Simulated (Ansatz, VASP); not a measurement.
## Be3CdSe4 in VASP and in Ansatz

```
Be Cd Se
1.0
     3.64962    0.00000    0.00000
    -1.82481    3.16066    0.00000
     0.00000    0.00000   11.84962
Be Cd Se
3 1 4
Direct
  0.00000 0.00000 0.00000
  0.00000 0.00000 0.76878
  0.00000 0.00000 0.23122
  0.00000 0.00000 0.50000
  0.66667 0.33333 0.33713
  0.66667 0.33333 0.88775
  0.33333 0.66667 0.66287
  0.33333 0.66667 0.11225
```

Change from the starting cell: species swapped into the CrNi3Sb4 type (P-3m1, No. 164).

Alike in both runs: functional PBE; k mesh 4 × 4 × 2; occupations gaussian, width 0.15 eV; no spin polarisation.

Ansatz relaxed the structure, and its values are those at the end. VASP's run is a single point on that final structure, the one shown.

|  | VASP | Ansatz |
| --- | --- | --- |
| version | VASP 6.6.1 | Ansatz 0.2.0 |
| potentials or method | VASP PAW PBE potentials, release 64 (Be, Cd, Se), cutoff 600 eV | scalar-relativistic, plane waves, PAW |
| valence electrons in the cell | 42 | 90 |

```csv
,VASP,Ansatz,Ansatz less VASP
gap on the k mesh at the Fermi level (eV),0.88,0.89,+0.010
least direct gap on the mesh (eV),1.51,1.52,+0.005
pressure (GPa),0.0,-0.1,-0.19
rms of the force components (eV/Å),0.017,0.016,-0.0017
```

VASP's potentials hold 42 valence electrons a cell and Ansatz's 90, so a difference there can come from the potentials and not from the codes.

The k mesh is coarse, so the values compare programs but aren't converged.
